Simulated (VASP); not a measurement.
# SnS (Pnma) in VASP: further runs

Aim: see how the results for SnS move with the level of theory and the settings. Levels: PBE+D4, r2SCAN+rVV10. Tasks: relaxation of cell and atoms, single point.

All numbers are computed with VASP 6.6.1; they aren't measurements. Logs are shortened: lines on timing, memory, paths and dates and some standing lists are left out, and cuts for length are marked.

**Measured values to compare with.**

“Linear dichroism of the optical properties of SnS and SnSe van der Waals crystals”, 2024, arxiv:2409.17412 reports, for a bulk crystal of SnS at 300 K: band gap 1.09 eV (indirect).

The runs below are set against these values where they give the same quantity.

### Step 1. The cell of the first run

The structure is orthorhombic, space group Pnma (No. 62). Conventional cell: a = 11.192 Å, b = 4.003 Å, c = 4.255 Å, α = 90.00°, β = 90.00°, γ = 90.00°. Within 3.5 Å of Sn (site symmetry m) lie 6 S at 2.64 to 3.37 Å and 2 Sn at 3.46 Å. Within 3.5 Å of S (site symmetry m) lie 6 Sn at 2.64 to 3.37 Å.

### Step 2. Relaxation of cell and atoms, PBE+D4

The input, INCAR:

```
  PREC = Accurate
  ENCUT = 500
  EDIFF = 1E-7
  ISMEAR = -1
  SIGMA = 0.02
  LREAL = F
  LASPH = T
  NELM = 120
  ALGO = Normal
  ISIF = 3
  LWAVE = F
  LCHARG = F
  GGA = PE
  IVDW = 13
  IBRION = 2
  NSW = 80
  EDIFFG = -0.005
  GGA_COMPAT = F
  NELMIN = 4
```

The input, KPOINTS:

```
regular mesh
0
Gamma
  2 6 6
```

The input, POSCAR:

```
SnS
1.0
   11.1924200451      0.0000000000      0.0000000000
    0.0000000000      4.0034842498      0.0000000000
    0.0000000000      0.0000000000      4.2553827389
Sn S
4 4
Direct
    0.1188062245      0.2500000000      0.1094060694
    0.3811937755      0.7500000000      0.6094060694
    0.6188062245      0.2500000000      0.3905939306
    0.8811937755      0.7500000000      0.8905939306
    0.8521793281      0.2500000000      0.4775580052
    0.6478206719      0.7500000000      0.9775580052
    0.3521793281      0.2500000000      0.0224419948
    0.1478206719      0.7500000000      0.5224419948
```

Potentials or basis: VASP PAW PBE potentials, release 64 (Sn_d, S).

On the command line:

```sh
> cat potpaw_PBE.64/Sn_d/POTCAR potpaw_PBE.64/S/POTCAR > POTCAR
> mpirun -np 1 vasp_std > vasp.out
```

OUTCAR:

```text
PREC = Accurate
   ENCUT = 500
   EDIFF = 1E-7
   ISMEAR = -1
   LREAL = F
   LASPH = T
   NELM = 120
   ISIF = 3
   GGA = PE
   IVDW = 13
   IBRION = 2
   NSW = 80
   EDIFFG = -0.005
   NELMIN = 4

 ion  position               nearest neighbor table
   1  0.119  0.250  0.109-   7 2.64   8 2.68   8 2.68   8 3.22   8 3.22   4 3.46   4 3.46
   2  0.381  0.750  0.609-   8 2.64   7 2.68   7 2.68   7 3.22   7 3.22   3 3.46   3 3.46
   3  0.619  0.250  0.391-   5 2.64   6 2.68   6 2.68   6 3.22   6 3.22   2 3.46   2 3.46
   4  0.881  0.750  0.891-   6 2.64   5 2.68   5 2.68   5 3.22   5 3.22   1 3.46   1 3.46
   5  0.852  0.250  0.478-   3 2.64   4 2.68   4 2.68   4 3.22   4 3.22
   6  0.648  0.750  0.978-   4 2.64   3 2.68   3 2.68   3 3.22   3 3.22
   7  0.352  0.250  0.022-   1 2.64   2 2.68   2 2.68   2 3.22   2 3.22
   8  0.148  0.750  0.522-   2 2.64   1 2.68   1 2.68   1 3.22   1 3.22

  LATTYP: Found a simple orthorhombic cell.
 ALAT       =     4.0034842498
 B/A-ratio  =     1.0629198152
 C/A-ratio  =     2.7956698083

  Lattice vectors:

 A1 = (   0.0000000000,   4.0034842498,   0.0000000000)
 A2 = (   0.0000000000,   0.0000000000,   4.2553827389)
 A3 = (  11.1924200451,   0.0000000000,   0.0000000000)

Analysis of symmetry for initial positions (statically):
=====================================================================
 Subroutine PRICEL returns:
 Original cell was already a primitive cell.

 Routine SETGRP: Setting up the symmetry group for a
 simple orthorhombic supercell.

 Subroutine GETGRP returns: Found  8 space group operations
 (whereof  2 operations were pure point group operations)
 out of a pool of  8 trial point group operations.

The static configuration has the point symmetry S_2 .
 The point group associated with its full space group is D_2h.

Analysis of symmetry for dynamics (positions and initial velocities):
=====================================================================
 Subroutine PRICEL returns:
 Original cell was already a primitive cell.

 Routine SETGRP: Setting up the symmetry group for a
 simple orthorhombic supercell.

 Subroutine GETGRP returns: Found  8 space group operations
 (whereof  2 operations were pure point group operations)
 out of a pool of  8 trial point group operations.

The dynamic configuration has the point symmetry S_2 .
 The point group associated with its full space group is D_2h.

 Subroutine INISYM returns: Found  8 space group operations
 (whereof  2 operations are pure point group operations),
 and found     1 'primitive' translations

----------------------------------------------------------------------------------------

                                     Primitive cell

  volume of cell :     190.6781

  direct lattice vectors                    reciprocal lattice vectors
    11.192420045  0.000000000  0.000000000     0.089346182  0.000000000  0.000000000
     0.000000000  4.003484250  0.000000000     0.000000000  0.249782424  0.000000000
     0.000000000  0.000000000  4.255382739     0.000000000  0.000000000  0.234996488

  length of vectors
    11.192420045  4.003484250  4.255382739     0.089346182  0.249782424  0.234996488

  position of ions in fractional coordinates (direct lattice)
     0.118806224  0.250000000  0.109406069
     0.381193776  0.750000000  0.609406069
     0.618806224  0.250000000  0.390593931
     0.881193776  0.750000000  0.890593931
     0.852179328  0.250000000  0.477558005
     0.647820672  0.750000000  0.977558005
     0.352179328  0.250000000  0.022441995
     0.147820672  0.750000000  0.522441995

  ion indices of the primitive-cell ions
   primitive index   ion index
                 1           1
                 2           2
                 3           3
                 4           4
                 5           5
                 6           6
                 7           7
[... 94 lines left out ...]
  volume/ion in A,a.u.               =      23.83       160.84
  Fermi-wavevector in a.u.,A,eV,Ry     =   1.225569  2.315990 20.436228  1.502020
  Thomas-Fermi vector in A             =   2.360602
   LORBIT       =      0    0 simple, 1 ext, 2 COOP (PROOUT), +10 PAW based schemes
   GGA     = PE    functional components
   LHFCALC =     F    Hartree Fock is set to
   AEXX    =    0.0000 exact exchange contribution
   IVDW    =    13    specifies the selected vdW correction
   LEPSILON=     F    determine dielectric tensor
   LRPA    =     F    only Hartree local field effects (RPA)
 conjugate gradient relaxation of ions
 non-spin polarized calculation
  energy-cutoff  :      500.00
  volume of cell :      190.68
 maximum number of plane-waves:      4884
 NGX is ok and might be reduce to    84
   NGX = 41   NGY = 15   NGZ = 15

--------------------------------------- Ionic step        1  -------------------------------------------

 number of electron      80.0000066 magnetization

 Free energy of the ion-electron system (eV)
  ---------------------------------------------------
  ext. energy  EPLUGINS =         0.00000000
  ---------------------------------------------------
  free energy    TOTEN  =       -35.34625813 eV

  energy without entropy =      -35.34625813  energy(sigma->0) =      -35.34625813

------------------------ aborting loop because EDIFF is reached ----------------------------------------

  DFT-D4 for vdW energy calculation

  Edisp (eV):   -3.02974

  FORCE on cell =-STRESS in cart. coord.  units (eV):
  Direction    XX          YY          ZZ          XY          YZ          ZX
  --------------------------------------------------------------------------------------
  -------------------------------------------------------------------------------------
  Total      -0.06489    -0.04142    -0.00122     0.00000    -0.00000     0.00000
  in kB      -0.54527    -0.34806    -0.01028     0.00000    -0.00000     0.00000
  external pressure =       -0.30 kB  Pullay stress =        0.00 kB

 VOLUME and BASIS-vectors are now :
 -----------------------------------------------------------------------------
  energy-cutoff  :      500.00
  volume of cell :      190.68
      direct lattice vectors                 reciprocal lattice vectors
    11.192420045  0.000000000  0.000000000     0.089346182  0.000000000  0.000000000
     0.000000000  4.003484250  0.000000000     0.000000000  0.249782424  0.000000000
     0.000000000  0.000000000  4.255382739     0.000000000  0.000000000  0.234996488

 POSITION                                       TOTAL-FORCE (eV/Angst)
 -----------------------------------------------------------------------------------
      1.32973      1.00087      0.46556         0.005542     -0.000000      0.000214
      4.26648      3.00261      2.59326        -0.005542     -0.000000      0.000214
      6.92594      1.00087      1.66213         0.005542      0.000000     -0.000214
      9.86269      3.00261      3.78982        -0.005542      0.000000     -0.000214
      9.53795      1.00087      2.03219        -0.001036      0.000000      0.001531
      7.25068      3.00261      4.15988         0.001036     -0.000000      0.001531
      3.94174      1.00087      0.09550        -0.001036      0.000000     -0.001531
      1.65447      3.00261      2.22319         0.001036     -0.000000     -0.001531
 -----------------------------------------------------------------------------------
    total drift:                               -0.000000     -0.000000     -0.000000

  FREE ENERGIE OF THE ION-ELECTRON SYSTEM (eV)
  ---------------------------------------------------
  free  energy   TOTEN  =       -38.3760003780 eV

  energy  without entropy=      -38.3760003779  energy(sigma->0) =      -38.37600038

--------------------------------------- Ionic step        2  -------------------------------------------

 number of electron      80.0000066 magnetization

 Free energy of the ion-electron system (eV)
  ---------------------------------------------------
  ext. energy  EPLUGINS =         0.00000000
  ---------------------------------------------------
  free energy    TOTEN  =       -35.34445693 eV

  energy without entropy =      -35.34445693  energy(sigma->0) =      -35.34445693

 E-fermi :   6.7710     XC(G=0):  -9.9330

 val. band max:        6.3805425085   @ k =   0.5000   0.0000   0.5000
 cond. band min:       7.1590981411   @ k =   0.0000   0.3333   0.0000
 fundamental gap:      0.7785556326
 Fermi energy:         6.7709966282

 k-point     1 :       0.0000    0.0000    0.0000
  band No.  band energies     occupation
      1     -14.9199      2.00000
      2     -14.9038      2.00000
      3     -14.8996      2.00000
      4     -14.8950      2.00000
      5     -14.8890      2.00000
      6     -14.8839      2.00000
[... 1213 lines left out ...]
     47      10.3978      0.00000
     48      10.3978      0.00000

 [... further k-points ...]

------------------------ aborting loop because EDIFF is reached ----------------------------------------

  DFT-D4 for vdW energy calculation

  Edisp (eV):   -3.03156

  FORCE on cell =-STRESS in cart. coord.  units (eV):
  Direction    XX          YY          ZZ          XY          YZ          ZX
  --------------------------------------------------------------------------------------
  -------------------------------------------------------------------------------------
  Total       0.01061     0.00123     0.03071     0.00000     0.00000     0.00000
  in kB       0.08918     0.01038     0.25820     0.00000     0.00000     0.00000
  external pressure =        0.12 kB  Pullay stress =        0.00 kB

 VOLUME and BASIS-vectors are now :
 -----------------------------------------------------------------------------
  energy-cutoff  :      500.00
  volume of cell :      190.55
      direct lattice vectors                 reciprocal lattice vectors
    11.188040152  0.000000000  0.000000000     0.089381159  0.000000000  0.000000000
     0.000000000  4.002484188  0.000000000     0.000000000  0.249844835  0.000000000
     0.000000000 -0.000000000  4.255351348     0.000000000  0.000000000  0.234998222

 POSITION                                       TOTAL-FORCE (eV/Angst)
 -----------------------------------------------------------------------------------
      1.32948      1.00062      0.46557        -0.000998      0.000000     -0.001649
      4.26454      3.00186      2.59325         0.000998      0.000000     -0.001649
      6.92350      1.00062      1.66210        -0.000998     -0.000000      0.001649
      9.85856      3.00186      3.78978         0.000998     -0.000000      0.001649
      9.53417      1.00062      2.03225         0.003415     -0.000000      0.000298
      7.24789      3.00186      4.15993        -0.003415     -0.000000      0.000298
      3.94015      1.00062      0.09542         0.003415      0.000000     -0.000298
      1.65387      3.00186      2.22310        -0.003415      0.000000     -0.000298
 -----------------------------------------------------------------------------------
    total drift:                               -0.000000      0.000000     -0.000000

  FREE ENERGIE OF THE ION-ELECTRON SYSTEM (eV)
  ---------------------------------------------------
  free  energy   TOTEN  =       -38.3760193259 eV

  energy  without entropy=      -38.3760193257  energy(sigma->0) =      -38.37601933

 reached required accuracy - stopping structural energy minimisation
```

Run time: 3.2 min. Hardware: 1 thread of Intel Xeon 6975P-C (Granite Rapids), shared host; peak memory 0.4 GiB.

What came out:

```yaml
Free_energy: -38.3760 eV
Relaxed_volume: 23.82 Å³/atom
Relaxed_cell: a = 11.188 Å, b = 4.002 Å, c = 4.255 Å, α = 90.00°, β = 90.00°, γ = 90.00°
Space_group_after_relaxing_to_0.1_Å: Pnma (No. 62)
Energy_gained_by_relaxing: 0.0 meV/atom
Ionic_steps: 2
Pressure_after_relaxing: 0.0 GPa
Largest_force_after_relaxing: 0.003 eV/Å
Band_gap_on_the_k_mesh: 0.78 eV (least direct gap 0.86 eV)
Dispersion_energy_per_atom: -0.379 eV
```

Forces on the atoms (eV/Å):
```
Sn  -0.001  0.000 -0.002
Sn   0.001  0.000 -0.002
Sn  -0.001  0.000  0.002
Sn   0.001  0.000  0.002
S    0.003  0.000  0.000
S   -0.003  0.000  0.000
S    0.003  0.000  0.000
S   -0.003  0.000  0.000
```

Final structure:
```
Sn S
1.0
    11.18804    0.00000    0.00000
     0.00000    4.00248    0.00000
     0.00000    0.00000    4.25535
Sn S
4 4
Direct
  0.11883 0.25000 0.10941
  0.38117 0.75000 0.60941
  0.61883 0.25000 0.39059
  0.88117 0.75000 0.89059
  0.85217 0.25000 0.47758
  0.64783 0.75000 0.97758
  0.35217 0.25000 0.02242
  0.14783 0.75000 0.52242
```

Levels at points of the mesh, in eV from the valence-band top:
| k point | band 38 | band 39 | band 40 | band 41 | band 42 | band 43 |
| --- | --- | --- | --- | --- | --- | --- |
| (0.00, 0.00, 0.00) | -1.28 | -0.76 | -0.60 | 0.82 | 3.08 | 3.11 |
| (0.50, 0.00, 0.00) | -2.17 | -0.64 | -0.64 | 2.68 | 2.68 | 2.84 |
| (0.00, 0.50, 0.00) | -1.00 | -0.77 | -0.77 | 1.24 | 1.24 | 1.75 |
| (0.50, 0.50, 0.00) | -0.97 | -0.97 | -0.97 | 1.66 | 1.66 | 1.66 |
| (0.00, 0.00, 0.50) | -0.92 | -0.06 | -0.06 | 1.50 | 1.50 | 1.93 |
| (0.50, 0.00, 0.50) | -0.71 | 0.00 | 0.00 | 1.42 | 1.42 | 1.88 |
| (0.00, 0.50, 0.50) | -2.45 | -1.54 | -1.54 | 2.80 | 2.80 | 3.02 |
| (0.50, 0.50, 0.50) | -1.71 | -1.71 | -1.71 | 2.63 | 2.63 | 2.63 |

Caveat: semilocal functionals underestimate gaps, and a narrow one can read as zero; spin-orbit coupling is left out, which moves the levels of the heavy elements.

(Part 1 of 2 ends here.)
